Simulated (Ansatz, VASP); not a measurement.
One calculation of P, two programs

INCAR

```
SYSTEM = P
PREC = Accurate ; ENCUT = 520
EDIFF = 1E-6 ; ISMEAR = 0
SIGMA = 0.1 ; LREAL = .FALSE.
LASPH = .TRUE. ; NELM = 100
ALGO = Normal ; ISIF = 2
LWAVE = .FALSE. ; LCHARG = .FALSE.
GGA = PE ; NBANDS = 24
```

The input KPOINTS:

```
regular mesh
0
G
  4 4 8
  0 0 0
```

File POSCAR:

```
P
1.0
    5.6366924400      0.0000000000      0.0000000000
    0.0000000000      5.6366924400      0.0000000000
    0.0000000000      0.0000000000      2.2339814700
P
6
Direct
    0.5000000000      0.5000000000      0.0000000000
    0.0000000000      0.0000000000      0.0000000000
    0.8631799800      0.6368200200      0.0000000000
    0.1368200200      0.3631799800      0.0000000000
    0.6368200200      0.1368200200      0.0000000000
    0.3631799800      0.8631799800      0.0000000000
```

Input for Ansatz:

```yaml
crystal:
  lattice:
    - [5.63669244, 0.0, 0.0]
    - [0.0, 5.63669244, 0.0]
    - [0.0, 0.0, 2.23398147]
  atoms:
    - { symbol: P, position: [0.5, 0.5, 0.0] }
    - { symbol: P, position: [0.0, 0.0, 0.0] }
    - { symbol: P, position: [0.86317998, 0.63682002, 0.0] }
    - { symbol: P, position: [0.13682002, 0.36317998, 0.0] }
    - { symbol: P, position: [0.63682002, 0.13682002, 0.0] }
    - { symbol: P, position: [0.36317998, 0.86317998, 0.0] }
basis:
  ecutwfc: 420
kpoints:
  mp_grid: { grid: [4, 4, 8] }
hamiltonian:
  xc: pbe
scf:
  occupations: { method: gaussian, width: 0.1 }
  lower_state_search: "off"
output:
  forces: true
  stress: true
  eigenvalues: true
```

Alike in both runs: task single point; functional PBE; k mesh 4 × 4 × 8; occupations gaussian, width 0.1 eV; no spin polarisation.

```csv
,VASP,Ansatz
version,VASP 6.6.1,Ansatz 0.2.0
potentials or method,"VASP PAW PBE potentials, release 64 (P), cutoff 520 eV","scalar-relativistic, plane waves, PAW"
valence electrons in the cell,30,30
```

|  | VASP | Ansatz | Ansatz less VASP |
| --- | --- | --- | --- |
| gap on the k mesh at the Fermi level (eV) | none | none | - |
| rms of the force components (eV/Å) | 0.263 | 0.257 | -0.0058 |

Atom by atom the forces differ by 0.006 eV/Å (rms over components). A gap of «none» marks a metal or a gap that the smearing closes.
